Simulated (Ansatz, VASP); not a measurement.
**Two plane-wave programs on InSb**

```xyz
4
Lattice="4.6294 0.0000 0.0000 -2.3147 4.0092 0.0000 0.0000 0.0000 22.0152" Properties=species:S:1:pos:R:3 pbc="T T T"
Sb    0.0000    0.0000    4.0000
Sb    0.0000    2.6728    7.9460
In    0.0000    2.6728    4.9450
In    2.3147    1.3364    8.7152
```

Alike in both runs: task single point; functional PBE; dispersion D3(BJ); k mesh 6 × 6 × 1; occupations gaussian, width 0.1 eV; no spin polarisation.

|  | VASP | Ansatz |
| --- | --- | --- |
| version | VASP 6.6.1 | Ansatz 0.2.0 |
| potentials or method | VASP PAW PBE potentials, release 64 (Sb, In_d), cutoff 400 eV | scalar-relativistic, plane waves, PAW |
| valence electrons in the cell | 36 | 56 |

```csv
,VASP,Ansatz,Ansatz less VASP
gap on the k mesh at the Fermi level (eV),none,none,-
rms of the force components (eV/Å),0.056,0.058,+0.0018
```

A gap of «none» marks a metal or a gap that the smearing closes. VASP's potentials hold 36 valence electrons a cell and Ansatz's 56, so a difference there can come from the potentials and not from the codes.

Neither program's run includes spin-orbit coupling.
